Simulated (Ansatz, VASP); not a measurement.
One calculation of Al3Ni5, two programs

File INCAR:

```
SYSTEM = Al3Ni5
PREC = Accurate ; ENCUT = 520
EDIFF = 1E-6 ; ISMEAR = 0
SIGMA = 0.15 ; LREAL = .False.
LASPH = .True. ; NELM = 60
ALGO = Fast ; ISIF = 2
LWAVE = .False. ; LCHARG = .True.
GGA = PS ; LELF = .True.
LVHAR = .True. ; NBANDS = 40
```

The input KPOINTS:

```
Automatic mesh
0
Gamma
  8 8 10
  0 0 0
```

Contents of POSCAR:

```
Al3Ni5
1.0
    3.2933322733     -3.6919375996      0.0000000000
    3.2933322733      3.6919375996      0.0000000000
    0.0000000000      0.0000000000      3.5343368404
Al Ni
3 5
Direct
    0.5000000000      0.5000000000      0.0000000000
    0.7796888788      0.2203111212      0.5000000000
    0.2203111212      0.7796888788      0.5000000000
    0.0000000000      0.0000000000      0.0000000000
    0.0000000000      0.5000000000      0.0000000000
    0.5000000000      0.0000000000      0.0000000000
    0.2762373070      0.2762373070      0.5000000000
    0.7237626930      0.7237626930      0.5000000000
```

Input for Ansatz:

```yaml
crystal:
  lattice:
    - [3.2933322733, -3.6919375996, 0.0]
    - [3.2933322733, 3.6919375996, 0.0]
    - [0.0, 0.0, 3.5343368404]
  atoms:
    - { symbol: Al, position: [0.5, 0.5, 0.0] }
    - { symbol: Al, position: [0.7796888788, 0.2203111212, 0.5] }
    - { symbol: Al, position: [0.2203111212, 0.7796888788, 0.5] }
    - { symbol: Ni, position: [0.0, 0.0, 0.0] }
    - { symbol: Ni, position: [0.0, 0.5, 0.0] }
    - { symbol: Ni, position: [0.5, 0.0, 0.0] }
    - { symbol: Ni, position: [0.276237307, 0.276237307, 0.5] }
    - { symbol: Ni, position: [0.723762693, 0.723762693, 0.5] }
basis:
  ecutwfc: 420
kpoints:
  mp_grid: { grid: [8, 8, 10] }
hamiltonian:
  xc: pbesol
scf:
  occupations: { method: gaussian, width: 0.15 }
output:
  forces: true
  stress: true
  eigenvalues: true
```

Change from the starting cell: strain +0.000 along x and y, -0.050 along z, atoms carried along.

Alike in both runs: task single point; functional PBEsol; k mesh 8 × 8 × 10; occupations gaussian, width 0.15 eV; no spin polarisation.

```csv
,VASP,Ansatz
version,VASP 6.6.1,Ansatz 0.2.0
potentials or method,"VASP PAW PBE potentials, release 64 (Al, Ni), cutoff 520 eV","scalar-relativistic, plane waves, PAW"
valence electrons in the cell,59,99
```

|  | VASP | Ansatz | Ansatz less VASP |
| --- | --- | --- | --- |
| gap on the k mesh at the Fermi level (eV) | none | none | - |
| pressure (GPa) | 11.2 | 11.1 | -0.07 |
| traceless stress, the component that is largest in VASP (GPa) | 5.52 | 5.48 | -0.033 |
| rms of the force components (eV/Å) | 0.082 | 0.081 | -0.0011 |

VASP's potentials were made for PBE, not for PBEsol. Atom by atom the forces differ by 0.005 eV/Å (rms over components). A gap of «none» marks a metal or a gap that the smearing closes. VASP's potentials hold 59 valence electrons a cell and Ansatz's 99, so a difference there can come from the potentials and not from the codes.
